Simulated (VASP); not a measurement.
# EuBe2 (Fm-3m) in VASP: single point with PBE

Aim: the single point of EuBe2 with PBE.

Everything below comes from runs of VASP 6.6.1. Logs are shortened: lines on timing, memory, paths and dates and some standing lists are left out, and cuts for length are marked.

## Step 1: The cell of the first run

The structure is cubic, space group Fm-3m (No. 225). Conventional cell: a = 6.481 Å, b = 6.481 Å, c = 6.481 Å, α = 90.00°, β = 90.00°, γ = 90.00°. Eu (site symmetry m-3m) has 8 Be at 2.81 Å within 3.7 Å. Be (site symmetry -43m) has 4 Eu at 2.81 Å and 6 Be at 3.24 Å within 3.7 Å.

The cell was built from a structure type or drawn by symmetry, and may not be a known phase.

## Step 2: Single point, PBE, collinear spin, ferromagnetic start

The input, INCAR:

```
SYSTEM = EuBe2
PREC = Accurate ; ENCUT = 520
EDIFF = 1E-6 ; ISMEAR = 0
SIGMA = 0.1 ; LREAL = .FALSE.
LASPH = .TRUE. ; NELM = 150
ALGO = Fast ; ISIF = 2
LWAVE = .FALSE. ; LCHARG = .FALSE.
ISPIN = 2 ; MAGMOM = 7.26 0.15 0.15
LORBIT = 11 ; LMAXMIX = 6
GGA = PE ; NBANDS = 22
```

The input, KPOINTS:

```
Automatic mesh
0
G
  12 12 12
  0 0 0
```

The input, POSCAR:

```
EuBe2
1.0
    0.0000000000      3.2403018161      3.2403018161
    3.2403018161      0.0000000000      3.2403018161
    3.2403018161      3.2403018161      0.0000000000
Eu Be
1 2
Direct
    0.0000000000      0.0000000000      0.0000000000
    0.2500000000      0.2500000000      0.2500000000
    0.7500000000      0.7500000000      0.7500000000
```

Potentials or basis: VASP PAW PBE potentials, release 64 (Eu, Be).

Run with:

```console
$ cat potpaw_PBE.64/Eu/POTCAR potpaw_PBE.64/Be/POTCAR > POTCAR
$ mpirun -np 1 vasp_std > vasp.out
```

OUTCAR:

```text
SYSTEM = EuBe2
   PREC = Accurate
   ENCUT = 520
   EDIFF = 1E-6
   ISMEAR = 0
   LREAL = .FALSE.
   LASPH = .TRUE.
   NELM = 150
   ISIF = 2
   ISPIN = 2
   LORBIT = 11
   GGA = PE

 ion  position               nearest neighbor table
   1  0.000  0.000  0.000-   3 2.81   3 2.81   3 2.81   2 2.81   3 2.81   2 2.81   2 2.81   2 2.81

   2  0.250  0.250  0.250-   1 2.81   1 2.81   1 2.81   1 2.81
   3  0.750  0.750  0.750-   1 2.81   1 2.81   1 2.81   1 2.81

  LATTYP: Found a face centered cubic cell.
 ALAT       =     6.4806036322

  Lattice vectors:

 A1 = (   0.0000000000,   3.2403018161,   3.2403018161)
 A2 = (   3.2403018161,   0.0000000000,   3.2403018161)
 A3 = (   3.2403018161,   3.2403018161,   0.0000000000)

Analysis of symmetry for initial positions (statically):
=====================================================================
 Subroutine PRICEL returns:
 Original cell was already a primitive cell.

 Routine SETGRP: Setting up the symmetry group for a
 face centered cubic supercell.

 Subroutine GETGRP returns: Found 48 space group operations
 (whereof 48 operations were pure point group operations)
 out of a pool of 48 trial point group operations.

The static configuration has the point symmetry O_h .

Analysis of symmetry for dynamics (positions and initial velocities):
=====================================================================
 Subroutine PRICEL returns:
 Original cell was already a primitive cell.

 Routine SETGRP: Setting up the symmetry group for a
 face centered cubic supercell.

 Subroutine GETGRP returns: Found 48 space group operations
 (whereof 48 operations were pure point group operations)
 out of a pool of 48 trial point group operations.

The dynamic configuration has the point symmetry O_h .

Analysis of structural, dynamic, and magnetic symmetry:
=====================================================================
 Subroutine PRICEL returns:
 Original cell was already a primitive cell.

 Routine SETGRP: Setting up the symmetry group for a
 face centered cubic supercell.

 Subroutine GETGRP returns: Found 48 space group operations
 (whereof 48 operations were pure point group operations)
 out of a pool of 48 trial point group operations.

The overall configuration has the point symmetry O_h .

 Subroutine INISYM returns: Found 48 space group operations
 (whereof 48 operations are pure point group operations),
 and found     1 'primitive' translations

----------------------------------------------------------------------------------------

                                     Primitive cell

  volume of cell :      68.0435

  direct lattice vectors                    reciprocal lattice vectors
     0.000000000  3.240301816  3.240301816    -0.154306614  0.154306614  0.154306614
     3.240301816  0.000000000  3.240301816     0.154306614 -0.154306614  0.154306614
     3.240301816  3.240301816  0.000000000     0.154306614  0.154306614 -0.154306614

  length of vectors
     4.582478775  4.582478775  4.582478775     0.267266895  0.267266895  0.267266895

  position of ions in fractional coordinates (direct lattice)
     0.000000000  0.000000000  0.000000000
     0.250000000  0.250000000  0.250000000
     0.750000000  0.750000000  0.750000000

  ion indices of the primitive-cell ions
   primitive index   ion index
                 1           1
                 2           2
                 3           3

----------------------------------------------------------------------------------------

 KPOINTS: Automatic mesh

Automatic generation of k-mesh.
 Grid dimensions read from file:
 generate k-points for:   12   12   12

 Generating k-lattice:

  Cartesian coordinates                     Fractional coordinates (reciprocal lattice)
    -0.012858884  0.012858884  0.012858884     0.083333333  0.000000000  0.000000000
     0.012858884 -0.012858884  0.012858884     0.000000000  0.083333333  0.000000000
     0.012858884  0.012858884 -0.012858884     0.000000000  0.000000000  0.083333333

  Length of vectors
     0.022272241  0.022272241  0.022272241

  Shift w.r.t. Gamma in fractional coordinates (k-lattice)
     0.000000000  0.000000000  0.000000000

 Subroutine IBZKPT returns following result:
 ===========================================

 Found     72 irreducible k-points:

 Following reciprocal coordinates:
            Coordinates               Weight
  0.000000  0.000000  0.000000      1.000000
  0.083333  0.000000  0.000000      8.000000
  0.166667  0.000000  0.000000      8.000000
  0.250000  0.000000  0.000000      8.000000
  0.333333  0.000000  0.000000      8.000000
  0.416667  0.000000  0.000000      8.000000
[... 16 lines left out ...]
  0.500000  0.166667  0.000000     24.000000
 -0.416667  0.166667  0.000000     24.000000
 [... further k-points ...]
   k-points           NKPTS =     72   k-points in BZ     NKDIM =     72   number of bands    NBANDS=     22
   number of dos      NEDOS =    301   number of ions     NIONS =      3
   total plane-waves  NPLWV =  46656
   dimension x,y,z NGX =    36 NGY =   36 NGZ =   36
   dimension x,y,z NGXF=    72 NGYF=   72 NGZF=   72
   ions per type =               1   2
   NGX,Y,Z   is equivalent  to a cutoff of  13.06, 13.06, 13.06 a.u.
   NGXF,Y,Z  is equivalent  to a cutoff of  26.12, 26.12, 26.12 a.u.
 SYSTEM =  EuBe2
   PREC   = accura    normal or accurate (medium, high low for compatibility)
   ISTART =      0    job   : 0-new  1-cont  2-samecut
   ICHARG =      2    charge: 1-file 2-atom 10-const
   ISPIN  =      2    spin polarized calculation?
   LNONCOLLINEAR =      F non collinear calculations
   LSORBIT =      F    spin-orbit coupling
   LASPH  =      T    aspherical Exc in radial PAW
   ENCUT  =  520.0 eV  38.22 Ry    6.18 a.u.   8.52  8.52  8.52*2*pi/ulx,y,z
   NELM   =    150;   NELMIN=  2; NELMDL= -5     # of ELM steps
   EDIFF  = 0.1E-05   stopping-criterion for ELM
   LREAL  =      F    real-space projection
   EDIFFG = 0.1E-04   stopping-criterion for IOM
   NSW    =      0    number of steps for IOM
   IBRION =     -1    ionic relax: 0-MD 1-quasi-New 2-CG
   NFREE  =      0    steps in history (QN), initial steepest desc. (CG)
   ISIF   =      2    stress and relaxation
   ISYM   =      2    0-nonsym 1-usesym 2-fastsym
   POTIM  = 0.5000    time-step for ionic-motion
   TEBEG  =    0.0;   TEEND  =   0.0 temperature during run
   PSTRESS=    0.0 pullay stress
   NELECT =      21.0000    total number of electrons
   NUPDOWN=      -1.0000    fix difference up-down
   EMIN   =  10.00;   EMAX   =-10.00  energy-range for DOS
   EFERMI =   0.00;   METHOD = LEGACY
   ISMEAR =     0;   SIGMA  =   0.10  broadening in eV -4-tet -1-fermi 0-gaus
   EFERMI_NEDOS =   21; number of points for ismear=-14 and -15
   IALGO  =     68    algorithm
   IMIX   =      4    mixing-type and parameters
     AMIX     =   0.40;   BMIX     =  1.00
     AMIX_MAG =   1.60;   BMIX_MAG =  1.00
  volume/ion in A,a.u.               =      22.68       153.06
  Fermi-wavevector in a.u.,A,eV,Ry     =   1.106333  2.090666 16.653155  1.223972
  Thomas-Fermi vector in A             =   2.242832
   LORBIT       =     11    0 simple, 1 ext, 2 COOP (PROOUT), +10 PAW based schemes
   GGA     = PE    functional components
   LHFCALC =     F    Hartree Fock is set to
   AEXX    =    0.0000 exact exchange contribution
   IVDW    =     0    specifies the selected vdW correction
   LEPSILON=     F    determine dielectric tensor
   LRPA    =     F    only Hartree local field effects (RPA)
 spin polarized calculation
 RMM-DIIS sequential band-by-band and
 Gauss-broadening in eV      SIGMA  =   0.10
  energy-cutoff  :      520.00
  volume of cell :       68.04
 maximum number of plane-waves:      1853
 NGX is ok and might be reduce to    36
   NGX = 17   NGY = 17   NGZ = 17

 number of electron      21.0000002 magnetization       7.3869697

 Free energy of the ion-electron system (eV)
  ---------------------------------------------------
  ext. energy  EPLUGINS =         0.00000000
  ---------------------------------------------------
  free energy    TOTEN  =       -15.41821107 eV

  energy without entropy =      -15.40260474  energy(sigma->0) =      -15.41040791

 E-fermi :   1.6120     XC(G=0):  -8.8954

 val. band max:        1.6109887107   @ k =   0.3333   0.1667   0.0833
 cond. band min:       1.6131970489   @ k =  -0.4167   0.0833   0.0000
 fundamental gap:      0.0022083383
 Fermi energy:         1.6119517048

 spin component 1

 k-point     1 :       0.0000    0.0000    0.0000
  band No.  band energies     occupation
      1     -39.3667      1.00000
      2     -18.0615      1.00000
      3     -18.0615      1.00000
      4     -18.0615      1.00000
      5      -3.9673      1.00000
      6       0.8087      1.00000
[... 14 lines left out ...]
     21       6.7973      0.00000
     22      10.0642      0.00000

 k-point     2 :       0.0833    0.0000    0.0000
  band No.  band energies     occupation
      1     -39.3664      1.00000
      2     -18.0696      1.00000
      3     -18.0629      1.00000
      4     -18.0628      1.00000
      5      -3.8819      1.00000
      6       0.6072      1.00000
[... 14 lines left out ...]
     21       7.0307      0.00000
     22       9.2776      0.00000

 k-point     3 :       0.1667    0.0000    0.0000
  band No.  band energies     occupation
      1     -39.3657      1.00000
      2     -18.0916      1.00000
      3     -18.0664      1.00000
      4     -18.0664      1.00000
      5      -3.6341      1.00000
      6       0.2821      1.00000
[... 14 lines left out ...]
     21       7.3805      0.00000
     22       8.0849      0.00000
[... 476 lines left out ...]
 k-point    23 :       0.5000    0.1667    0.0000
  band No.  band energies     occupation
      1     -39.3627      1.00000
      2     -18.1687      1.00000
      3     -18.0982      1.00000
      4     -18.0881      1.00000
      5      -1.9164      1.00000
      6      -0.7093      1.00000
[... 14 lines left out ...]
     21       6.4937      0.00000
     22       9.8451      0.00000

 k-point    24 :      -0.4167    0.1667    0.0000
  band No.  band energies     occupation
      1     -39.3626      1.00000
      2     -18.1697      1.00000
      3     -18.1021      1.00000
      4     -18.0857      1.00000
      5      -1.8409      1.00000
      6      -0.7473      1.00000
[... 14 lines left out ...]
     21       6.3093      0.00000
     22       9.8629      0.00000

 [... further k-points ...]

 spin component 2

 k-point     1 :       0.0000    0.0000    0.0000
  band No.  band energies     occupation
      1     -36.3277      1.00000
      2     -15.8458      1.00000
      3     -15.8458      1.00000
      4     -15.8458      1.00000
      5      -3.5004      1.00000
      6       1.4038      0.99838
[... 14 lines left out ...]
     21       8.3718      0.00000
     22      10.7578      0.00000

 k-point     2 :       0.0833    0.0000    0.0000
  band No.  band energies     occupation
      1     -36.3273      1.00000
      2     -15.8572      1.00000
      3     -15.8476      1.00000
      4     -15.8476      1.00000
      5      -3.4119      1.00000
      6       1.2406      1.00000
[... 14 lines left out ...]
     21       8.6510      0.00000
     22      10.0409      0.00000

 k-point     3 :       0.1667    0.0000    0.0000
  band No.  band energies     occupation
      1     -36.3264      1.00000
      2     -15.8878      1.00000
      3     -15.8525      1.00000
      4     -15.8525      1.00000
      5      -3.1561      1.00000
      6       0.8836      1.00000
[... 14 lines left out ...]
     21       8.4726      0.00000
     22       8.8700      0.00000
[... 476 lines left out ...]
 k-point    23 :       0.5000    0.1667    0.0000
  band No.  band energies     occupation
      1     -36.3220      1.00000
      2     -15.9940      1.00000
      3     -15.8961      1.00000
      4     -15.8820      1.00000
      5      -1.4064      1.00000
      6      -0.1875      1.00000
[... 14 lines left out ...]
     21       7.5902      0.00000
     22      10.6283      0.00000

 k-point    24 :      -0.4167    0.1667    0.0000
  band No.  band energies     occupation
      1     -36.3219      1.00000
      2     -15.9955      1.00000
      3     -15.9015      1.00000
      4     -15.8786      1.00000
      5      -1.3299      1.00000
      6      -0.2257      1.00000
[... 14 lines left out ...]
     21       7.4891      0.00000
     22      10.8230      0.00000

 [... further k-points ...]

------------------------ aborting loop because EDIFF is reached ----------------------------------------

  FORCE on cell =-STRESS in cart. coord.  units (eV):
  Direction    XX          YY          ZZ          XY          YZ          ZX
  --------------------------------------------------------------------------------------
  -------------------------------------------------------------------------------------
  Total       -0.0336200     -0.0336200     -0.0336200      0.0000000      0.0000000      0.0000000
  in kB       -0.7916294     -0.7916294     -0.7916294      0.0000000      0.0000000      0.0000000
  external PRESSURE =      -0.7916294 kB  Pullay stress =       0.0000000 kB

 VOLUME and BASIS-vectors are now :
 -----------------------------------------------------------------------------
  energy-cutoff  :      520.00
  volume of cell :       68.04
      direct lattice vectors                 reciprocal lattice vectors
     0.000000000  3.240301816  3.240301816    -0.154306614  0.154306614  0.154306614
     3.240301816  0.000000000  3.240301816     0.154306614 -0.154306614  0.154306614
     3.240301816  3.240301816  0.000000000     0.154306614  0.154306614 -0.154306614

 POSITION                                       TOTAL-FORCE (eV/Angst)
 -----------------------------------------------------------------------------------
      0.00000      0.00000      0.00000         0.000000     -0.000000     -0.000000
      1.62015      1.62015      1.62015        -0.000000     -0.000000     -0.000000
      4.86045      4.86045      4.86045         0.000000      0.000000      0.000000
 -----------------------------------------------------------------------------------
    total drift:                               -0.000000      0.000000      0.000000

  FREE ENERGIE OF THE ION-ELECTRON SYSTEM (eV)
  ---------------------------------------------------
  free  energy   TOTEN  =       -15.4182110740 eV

  energy  without entropy=      -15.4026047408  energy(sigma->0) =      -15.41040791

 total charge

# of ion       s       p       d       f       tot
--------------------------------------------------
    1        2.055   5.712   0.543   6.468  14.778
    2        0.523   0.315   0.000   0.000   0.838
    3        0.523   0.315   0.000   0.000   0.838
--------------------------------------------------
tot          3.102   6.342   0.543   6.468  16.454

 magnetization (x)

# of ion       s       p       d       f       tot
--------------------------------------------------
    1       -0.007  -0.097   0.174   6.456   6.526
    2       -0.003   0.086   0.000   0.000   0.083
    3       -0.003   0.086   0.000   0.000   0.083
--------------------------------------------------
tot         -0.014   0.074   0.174   6.456   6.691
```

It took 6.1 min on 1 thread of Intel Xeon Platinum 8488C (Sapphire Rapids), shared host; peak memory 0.38 GiB.

Results:

- Free energy: -15.4182 eV
- Pressure: -0.1 GPa
- Net moment: 7.39 μB per cell
- Site moments: Eu +6.53; Be +0.08 μB
- Valence electrons inside the program's atomic spheres: Eu 14.78; Be 0.84

Levels at points of the mesh, in eV from the Fermi level:
Spin up:
```csv
k point,band 10,band 11,band 12,band 13,band 14,band 15,band 16,band 17,band 18,band 19
"(0.00, 0.00, 0.00)",-0.43,-0.43,-0.43,-0.27,-0.27,-0.27,2.82,3.04,3.04,5.19
"(0.50, 0.00, 0.00)",-0.39,-0.33,-0.33,-0.27,-0.16,-0.16,2.27,3.03,3.04,3.76
"(0.50, 0.50, 0.00)",-0.46,-0.35,-0.35,-0.34,-0.27,1.00,1.00,2.68,2.68,3.23
```
Spin down:
| k point | band 4 | band 5 | band 6 | band 7 | band 8 | band 9 | band 10 | band 11 |
| --- | --- | --- | --- | --- | --- | --- | --- | --- |
| (0.00, 0.00, 0.00) | -17.46 | -5.11 | -0.21 | -0.21 | -0.21 | 2.04 | 3.77 | 3.77 |
| (0.50, 0.00, 0.00) | -17.48 | -3.25 | -1.92 | 0.43 | 0.43 | 2.86 | 2.86 | 2.98 |
| (0.50, 0.50, 0.00) | -17.52 | -1.87 | -1.64 | -1.61 | 1.13 | 1.13 | 3.51 | 3.51 |

Caveat: spin-orbit coupling is left out, which moves the levels of the heavy elements; semilocal functionals describe open f shells poorly, which spoils levels, moments and volumes. The state reached can hang on the start; a lower one may exist.
